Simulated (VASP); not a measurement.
# Te2Mo (P-6m2) in VASP: further runs

Te2Mo is run at these levels: PBE; tasks: single point.

Program: VASP 6.6.1. These are calculated values, not measurements. Logs are shortened: lines on timing, memory, paths and dates and some standing lists are left out, and cuts for length are marked.

## Step 1: The cell of the first run

It takes space group P-6m2 (No. 187, hexagonal). The conventional cell has a = 3.537 Å, b = 3.537 Å, c = 7.827 Å, α = 90.00°, β = 90.00°, γ = 120.00°. Te (site symmetry 3m) has 3 Mo at 2.72 Å and 7 Te at 3.54 to 3.59 Å within 3.6 Å. Within 3.6 Å of Mo (site symmetry -6m2) lie 6 Te at 2.72 Å and 6 Mo at 3.54 Å.

## Step 2: Single point, PBE

Input file INCAR:

```
SYSTEM = Te2Mo
PREC     = Accurate       ! precision mode
ENCUT    = 500            ! plane-wave cutoff, eV
EDIFF    = 1E-6           ! SCF threshold, eV
ISMEAR   = -5             ! smearing method
SIGMA    = 0.1            ! smearing width, eV
LREAL    = .False.        ! projectors in reciprocal space
LASPH    = .True.         ! aspherical terms in the spheres
NELM     = 120            ! most SCF steps
ALGO     = Normal         ! electronic algorithm
ISIF     = 2              ! what is computed and relaxed
LWAVE    = .False.        ! write WAVECAR
LCHARG   = .False.        ! write CHGCAR
GGA      = PE             ! functional
NBANDS   = 20             ! bands
GGA_COMPAT= .False.
```

Input file KPOINTS:

```
regular mesh
0
Gamma
  6 6 2
  0 0 0
```

Input file POSCAR:

```
Te2Mo
1.0
    3.5371201374      0.0000000000      0.0000000000
   -1.7685600687      3.0632358953      0.0000000000
    0.0000000000      0.0000000000      7.8268333715
Te Mo
2 1
Direct
    0.3333333333      0.6666666667      0.7705163254
    0.3333333333      0.6666666667      0.2294836746
    0.0000000000      0.0000000000      0.0000000000
```

Potentials or basis: VASP PAW PBE potentials, release 64 (Te, Mo_sv).

Started as:

```
$ cat potpaw_PBE.64/Te/POTCAR potpaw_PBE.64/Mo_sv/POTCAR > POTCAR
$ mpirun -np 1 vasp_std > vasp.out
```

OUTCAR:

```text
SYSTEM = Te2Mo
   PREC = Accurate
   ENCUT = 500
   EDIFF = 1E-6
   ISMEAR = -5
   LREAL = .False.
   LASPH = .True.
   NELM = 120
   ISIF = 2
   GGA = PE

 ion  position               nearest neighbor table
   1  0.333  0.667  0.771-   3 2.72   3 2.72   3 2.72   2 3.59
   2  0.333  0.667  0.229-   3 2.72   3 2.72   3 2.72   1 3.59
   3  0.000  0.000  0.000-   1 2.72   2 2.72   1 2.72   2 2.72   1 2.72   2 2.72

  LATTYP: Found a hexagonal cell.
 ALAT       =     3.5371201374
 C/A-ratio  =     2.2127700127

  Lattice vectors:

 A1 = (   3.5371201374,   0.0000000000,   0.0000000000)
 A2 = (  -1.7685600687,   3.0632358953,   0.0000000000)
 A3 = (   0.0000000000,   0.0000000000,   7.8268333715)

Analysis of symmetry for initial positions (statically):
=====================================================================
 Subroutine PRICEL returns:
 Original cell was already a primitive cell.

 Routine SETGRP: Setting up the symmetry group for a
 hexagonal supercell.

 Subroutine GETGRP returns: Found 12 space group operations
 (whereof 12 operations were pure point group operations)
 out of a pool of 24 trial point group operations.

The static configuration has the point symmetry D_3h.

Analysis of symmetry for dynamics (positions and initial velocities):
=====================================================================
 Subroutine PRICEL returns:
 Original cell was already a primitive cell.

 Routine SETGRP: Setting up the symmetry group for a
 hexagonal supercell.

 Subroutine GETGRP returns: Found 12 space group operations
 (whereof 12 operations were pure point group operations)
 out of a pool of 24 trial point group operations.

The dynamic configuration has the point symmetry D_3h.

 Subroutine INISYM returns: Found 12 space group operations
 (whereof 12 operations are pure point group operations),
 and found     1 'primitive' translations

----------------------------------------------------------------------------------------

                                     Primitive cell

  volume of cell :      84.8040

  direct lattice vectors                    reciprocal lattice vectors
     3.537120137  0.000000000  0.000000000     0.282715871  0.163226084  0.000000000
    -1.768560069  3.063235895  0.000000000     0.000000000  0.326452168  0.000000000
     0.000000000  0.000000000  7.826833372     0.000000000  0.000000000  0.127765592

  length of vectors
     3.537120137  3.537120137  7.826833372     0.326452168  0.326452168  0.127765592

  position of ions in fractional coordinates (direct lattice)
     0.333333333  0.666666667  0.770516325
     0.333333333  0.666666667  0.229483675
     0.000000000  0.000000000  0.000000000

  ion indices of the primitive-cell ions
   primitive index   ion index
                 1           1
                 2           2
                 3           3

----------------------------------------------------------------------------------------

 KPOINTS: regular mesh

Automatic generation of k-mesh.
 Grid dimensions read from file:
 generate k-points for:    6    6    2

 Generating k-lattice:

  Cartesian coordinates                     Fractional coordinates (reciprocal lattice)
     0.047119312  0.027204347  0.000000000     0.166666667  0.000000000  0.000000000
     0.000000000  0.054408695  0.000000000     0.000000000  0.166666667  0.000000000
     0.000000000  0.000000000  0.063882796     0.000000000  0.000000000  0.500000000

  Length of vectors
     0.054408695  0.054408695  0.063882796

  Shift w.r.t. Gamma in fractional coordinates (k-lattice)
     0.000000000  0.000000000  0.000000000

 TETIRR: Found     71 inequivalent tetrahedra from      432

 Subroutine IBZKPT returns following result:
 ===========================================

 Found     14 irreducible k-points:

 Following reciprocal coordinates:
            Coordinates               Weight
  0.000000  0.000000  0.000000      1.000000
  0.166667 -0.000000  0.000000      6.000000
  0.333333 -0.000000  0.000000      6.000000
  0.500000 -0.000000  0.000000      3.000000
  0.166667  0.166667  0.000000      6.000000
  0.333333  0.166667  0.000000     12.000000
  0.333333  0.333333  0.000000      2.000000
  0.000000  0.000000  0.500000      1.000000
  0.166667 -0.000000  0.500000      6.000000
  0.333333 -0.000000  0.500000      6.000000
  0.500000 -0.000000  0.500000      3.000000
  0.166667  0.166667  0.500000      6.000000
  0.333333  0.166667  0.500000     12.000000
  0.333333  0.333333  0.500000      2.000000
   k-points           NKPTS =     14   k-points in BZ     NKDIM =     14   number of bands    NBANDS=     20
   number of dos      NEDOS =    301   number of ions     NIONS =      3
   total plane-waves  NPLWV =  47040
   dimension x,y,z NGX =    28 NGY =   28 NGZ =   60
   dimension x,y,z NGXF=    56 NGYF=   56 NGZF=  120
   ions per type =               2   1
   NGX,Y,Z   is equivalent  to a cutoff of  13.16, 13.16, 12.74 a.u.
   NGXF,Y,Z  is equivalent  to a cutoff of  26.32, 26.32, 25.49 a.u.
 SYSTEM =  Te2Mo
   PREC   = accura    normal or accurate (medium, high low for compatibility)
   ISTART =      0    job   : 0-new  1-cont  2-samecut
   ICHARG =      2    charge: 1-file 2-atom 10-const
   ISPIN  =      1    spin polarized calculation?
   LNONCOLLINEAR =      F non collinear calculations
   LSORBIT =      F    spin-orbit coupling
   LASPH  =      T    aspherical Exc in radial PAW
   ENCUT  =  500.0 eV  36.75 Ry    6.06 a.u.   6.45  6.45 14.27*2*pi/ulx,y,z
   NELM   =    120;   NELMIN=  2; NELMDL= -5     # of ELM steps
   EDIFF  = 0.1E-05   stopping-criterion for ELM
   LREAL  =      F    real-space projection
   EDIFFG = 0.1E-04   stopping-criterion for IOM
   NSW    =      0    number of steps for IOM
   IBRION =     -1    ionic relax: 0-MD 1-quasi-New 2-CG
   NFREE  =      0    steps in history (QN), initial steepest desc. (CG)
   ISIF   =      2    stress and relaxation
   ISYM   =      2    0-nonsym 1-usesym 2-fastsym
   POTIM  = 0.5000    time-step for ionic-motion
   TEBEG  =    0.0;   TEEND  =   0.0 temperature during run
   PSTRESS=    0.0 pullay stress
   NELECT =      26.0000    total number of electrons
   NUPDOWN=      -1.0000    fix difference up-down
   EMIN   =  10.00;   EMAX   =-10.00  energy-range for DOS
   EFERMI =   0.00;   METHOD = LEGACY
   ISMEAR =    -5;   SIGMA  =   0.10  broadening in eV -4-tet -1-fermi 0-gaus
   EFERMI_NEDOS =   21; number of points for ismear=-14 and -15
   IALGO  =     38    algorithm
   IMIX   =      4    mixing-type and parameters
     AMIX     =   0.40;   BMIX     =  1.00
     AMIX_MAG =   1.60;   BMIX_MAG =  1.00
  volume/ion in A,a.u.               =      28.27       190.76
  Fermi-wavevector in a.u.,A,eV,Ry     =   1.103893  2.086056 16.579798  1.218581
  Thomas-Fermi vector in A             =   2.240358
   LORBIT       =      0    0 simple, 1 ext, 2 COOP (PROOUT), +10 PAW based schemes
   GGA     = PE    functional components
   LHFCALC =     F    Hartree Fock is set to
   AEXX    =    0.0000 exact exchange contribution
   IVDW    =     0    specifies the selected vdW correction
   LEPSILON=     F    determine dielectric tensor
   LRPA    =     F    only Hartree local field effects (RPA)
 non-spin polarized calculation
 Fermi weights with tetrahedron method with Bloechl corrections
  energy-cutoff  :      500.00
  volume of cell :       84.80
 maximum number of plane-waves:      2177
 NGX is ok and might be reduce to    28
   NGX = 13   NGY = 13   NGZ = 29

 number of electron      25.9999996 magnetization

 Free energy of the ion-electron system (eV)
  ---------------------------------------------------
  ext. energy  EPLUGINS =         0.00000000
  ---------------------------------------------------
  free energy    TOTEN  =       -17.99298871 eV

  energy without entropy =      -17.99298871  energy(sigma->0) =      -17.99298871

 E-fermi :   6.5254     XC(G=0):  -9.5965

 val. band max:        6.5232637871   @ k =   0.3333   0.3333   0.5000
 cond. band min:       7.5791646012   @ k =   0.3333   0.3333   0.0000
 fundamental gap:      1.0559008140
 Fermi energy:         6.5253542757

 k-point     1 :       0.0000    0.0000    0.0000
  band No.  band energies     occupation
      1     -54.1633      2.00000
      2     -28.3238      2.00000
      3     -28.2087      2.00000
      4     -28.2087      2.00000
      5      -6.1594      2.00000
      6      -5.0947      2.00000
[... 12 lines left out ...]
     19      13.0501      0.00000
     20      14.7647      0.00000

 k-point     2 :       0.1667   -0.0000    0.0000
  band No.  band energies     occupation
      1     -54.1610      2.00000
      2     -28.3170      2.00000
      3     -28.2396      2.00000
      4     -28.2159      2.00000
      5      -5.7859      2.00000
      6      -4.8403      2.00000
[... 12 lines left out ...]
     19      13.9387      0.00000
     20      14.5452      0.00000

 k-point     3 :       0.3333   -0.0000    0.0000
  band No.  band energies     occupation
      1     -54.1564      2.00000
      2     -28.3033      2.00000
      3     -28.3010      2.00000
      4     -28.2302      2.00000
      5      -4.8425      2.00000
      6      -4.2111      2.00000
[... 12 lines left out ...]
     19      12.4249      0.00000
     20      13.1805      0.00000

 k-point     4 :       0.5000   -0.0000    0.0000
  band No.  band energies     occupation
      1     -54.1542      2.00000
      2     -28.3314      2.00000
      3     -28.2964      2.00000
      4     -28.2374      2.00000
      5      -4.1757      2.00000
      6      -3.7939      2.00000
[... 12 lines left out ...]
     19      12.7015      0.00000
     20      12.7363      0.00000

 k-point     5 :       0.1667    0.1667    0.0000
  band No.  band energies     occupation
      1     -54.1576      2.00000
      2     -28.3067      2.00000
      3     -28.2800      2.00000
      4     -28.2324      2.00000
      5      -5.1187      2.00000
      6      -4.3900      2.00000
[... 12 lines left out ...]
     19      13.2094      0.00000
     20      14.8403      0.00000

 k-point     6 :       0.3333    0.1667    0.0000
  band No.  band energies     occupation
      1     -54.1542      2.00000
      2     -28.3160      2.00000
      3     -28.2964      2.00000
      4     -28.2529      2.00000
      5      -4.2213      2.00000
      6      -3.8045      2.00000
[... 12 lines left out ...]
     19      13.0715      0.00000
     20      13.7005      0.00000

 k-point     7 :       0.3333    0.3333    0.0000
  band No.  band energies     occupation
      1     -54.1530      2.00000
      2     -28.3022      2.00000
      3     -28.2930      2.00000
      4     -28.2857      2.00000
      5      -3.8718      2.00000
      6      -3.5683      2.00000
[... 12 lines left out ...]
     19      11.1657      0.00000
     20      14.5610      0.00000

 k-point     8 :       0.0000    0.0000    0.5000
  band No.  band energies     occupation
      1     -54.1633      2.00000
      2     -28.3238      2.00000
      3     -28.2087      2.00000
      4     -28.2087      2.00000
      5      -6.0897      2.00000
      6      -5.2120      2.00000
[... 12 lines left out ...]
     19      13.4674      0.00000
     20      14.4757      0.00000

 k-point     9 :       0.1667   -0.0000    0.5000
  band No.  band energies     occupation
      1     -54.1610      2.00000
      2     -28.3170      2.00000
      3     -28.2396      2.00000
      4     -28.2159      2.00000
      5      -5.7157      2.00000
      6      -4.9516      2.00000
[... 12 lines left out ...]
     19      13.7537      0.00000
     20      14.5417      0.00000

 k-point    10 :       0.3333   -0.0000    0.5000
  band No.  band energies     occupation
      1     -54.1565      2.00000
      2     -28.3033      2.00000
      3     -28.3010      2.00000
      4     -28.2302      2.00000
      5      -4.7730      2.00000
      6      -4.3061      2.00000
[... 12 lines left out ...]
     19      12.5551      0.00000
     20      13.7746      0.00000

 k-point    11 :       0.5000   -0.0000    0.5000
  band No.  band energies     occupation
      1     -54.1542      2.00000
      2     -28.3314      2.00000
      3     -28.2964      2.00000
      4     -28.2374      2.00000
      5      -4.1089      2.00000
      6      -3.8761      2.00000
[... 12 lines left out ...]
     19      12.0692      0.00000
     20      12.7595      0.00000

 k-point    12 :       0.1667    0.1667    0.5000
  band No.  band energies     occupation
      1     -54.1576      2.00000
      2     -28.3067      2.00000
      3     -28.2800      2.00000
      4     -28.2324      2.00000
      5      -5.0487      2.00000
      6      -4.4901      2.00000
[... 12 lines left out ...]
     19      14.0394      0.00000
     20      14.6155      0.00000

 k-point    13 :       0.3333    0.1667    0.5000
  band No.  band energies     occupation
      1     -54.1542      2.00000
      2     -28.3160      2.00000
      3     -28.2964      2.00000
      4     -28.2529      2.00000
      5      -4.1542      2.00000
      6      -3.8883      2.00000
[... 12 lines left out ...]
     19      12.8425      0.00000
     20      14.1716      0.00000

 k-point    14 :       0.3333    0.3333    0.5000
  band No.  band energies     occupation
      1     -54.1530      2.00000
      2     -28.3022      2.00000
      3     -28.2930      2.00000
      4     -28.2857      2.00000
      5      -3.8069      2.00000
      6      -3.6460      2.00000
[... 12 lines left out ...]
     19      12.3596      0.00000
     20      12.9856      0.00000

------------------------ aborting loop because EDIFF is reached ----------------------------------------

  FORCE on cell =-STRESS in cart. coord.  units (eV):
  Direction    XX          YY          ZZ          XY          YZ          ZX
  --------------------------------------------------------------------------------------
  -------------------------------------------------------------------------------------
  Total        0.7240550      0.7240550      1.4728318      0.0000000     -0.0000000     -0.0000000
  in kB       13.6793614     13.6793614     27.8257828      0.0000000     -0.0000000     -0.0000000
  external PRESSURE =      18.3948352 kB  Pullay stress =       0.0000000 kB

 VOLUME and BASIS-vectors are now :
 -----------------------------------------------------------------------------
  energy-cutoff  :      500.00
  volume of cell :       84.80
      direct lattice vectors                 reciprocal lattice vectors
     3.537120137  0.000000000  0.000000000     0.282715871  0.163226084  0.000000000
    -1.768560069  3.063235895  0.000000000     0.000000000  0.326452168  0.000000000
     0.000000000  0.000000000  7.826833372     0.000000000  0.000000000  0.127765592

 POSITION                                       TOTAL-FORCE (eV/Angst)
 -----------------------------------------------------------------------------------
     -0.00000      2.04216      6.03070         0.000000      0.000000     -0.206059
     -0.00000      2.04216      1.79613         0.000000      0.000000      0.206059
      0.00000      0.00000      0.00000        -0.000000     -0.000000      0.000000
 -----------------------------------------------------------------------------------
    total drift:                                0.000000     -0.000000     -0.000000

  FREE ENERGIE OF THE ION-ELECTRON SYSTEM (eV)
  ---------------------------------------------------
  free  energy   TOTEN  =       -17.9929887054 eV

  energy  without entropy=      -17.9929887054  energy(sigma->0) =      -17.99298871
```

Run time: 19 s. Hardware: 1 thread of AMD EPYC 9R45 (Zen 5), shared host; peak memory 0.18 GiB.

Results:

```
Free energy            : -17.9930 eV
Pressure               : 1.8 GPa
Largest force          : 0.206 eV/Å
Band gap on the k mesh : 1.06 eV (least direct gap 1.07 eV)
```

Forces in eV/Å, atoms in the order of the input:
```
Te   0.000  0.000 -0.206
Te   0.000  0.000  0.206
Mo   0.000  0.000  0.000
```

Levels at points of the mesh, in eV from the valence-band top:
```
           k point  band 10  band 11  band 12  band 13  band 14  band 15  band 16  band 17
(0.00, 0.00, 0.00)    -1.03    -0.91    -0.91    -0.76     3.13     3.13     3.34     3.34
(0.50, 0.00, 0.00)    -2.33    -1.34    -0.91    -0.36     1.39     1.64     3.51     3.72
(0.00, 0.00, 0.50)    -1.70    -0.92    -0.92    -0.16     3.05     3.05     3.43     3.43
(0.50, 0.00, 0.50)    -2.35    -1.97    -0.62    -0.31     1.40     1.81     2.92     3.61
```

Caveat: spin-orbit coupling is left out, which moves the levels of the heavy elements; this functional lacks dispersion, which binds the layers, so the pressure and a relaxed spacing across them are unreliable. A k mesh can miss the band edges.

## Step 3: Single point, PBE

Input file INCAR:

```
SYSTEM = Te2Mo
ALGO = Normal ; EDIFF = 1E-6
ENCUT = 500 ; GGA = PE
GGA_COMPAT = .False. ; ISIF = 2
ISMEAR = 1 ; LASPH = .True.
LCHARG = .False. ; LREAL = .False.
LWAVE = .False. ; NBANDS = 20
NELM = 120 ; PREC = Accurate
SIGMA = 0.05
```

Input file KPOINTS:

```
k-points
0
Gamma
  6 6 2
  0 0 0
```

POSCAR is that of step 2.

Potentials or basis: VASP PAW PBE potentials, release 64 (Te, Mo_sv).

Started as:

```
$ cat potpaw_PBE.64/Te/POTCAR potpaw_PBE.64/Mo_sv/POTCAR > POTCAR
$ mpirun -np 1 vasp_std > vasp.out
```

Run time: 19 s. Hardware: 1 thread of AMD EPYC 9R45 (Zen 5), shared host; peak memory 0.18 GiB.

The run converged. Its results:

| Item | Value |
| --- | --- |
| Free energy | -17.9929 eV |
| Pressure | 1.8 GPa |
| Largest force | 0.206 eV/Å |
| Band gap on the k mesh | 1.06 eV (least direct gap 1.07 eV) |

Forces in eV/Å, atoms in the order of the input:
```
Te   0.000  0.000 -0.206
Te   0.000  0.000  0.206
Mo   0.000  0.000  0.000
```

Stress tensor (GPa, compression positive):
```
1.37 0.00 0.00
0.00 1.37 0.00
0.00 0.00 2.78
```

Levels at points of the mesh, in eV from the valence-band top:
```
           k point  band 9  band 10  band 11  band 12  band 13  band 14  band 15  band 16  band 17  band 18
(0.00, 0.00, 0.00)   -1.71    -1.03    -0.91    -0.91    -0.76     3.13     3.13     3.34     3.34     5.08
(0.50, 0.00, 0.00)   -3.55    -2.33    -1.34    -0.91    -0.36     1.39     1.64     3.51     3.72     3.78
(0.00, 0.00, 0.50)   -1.70    -1.70    -0.92    -0.92    -0.16     3.05     3.05     3.43     3.43     6.17
(0.50, 0.00, 0.50)   -3.20    -2.35    -1.97    -0.62    -0.31     1.40     1.81     2.92     3.61     4.45
```

Caveat: spin-orbit coupling is left out, which moves the levels of the heavy elements; this functional lacks dispersion, which binds the layers, so the pressure and a relaxed spacing across them are unreliable.
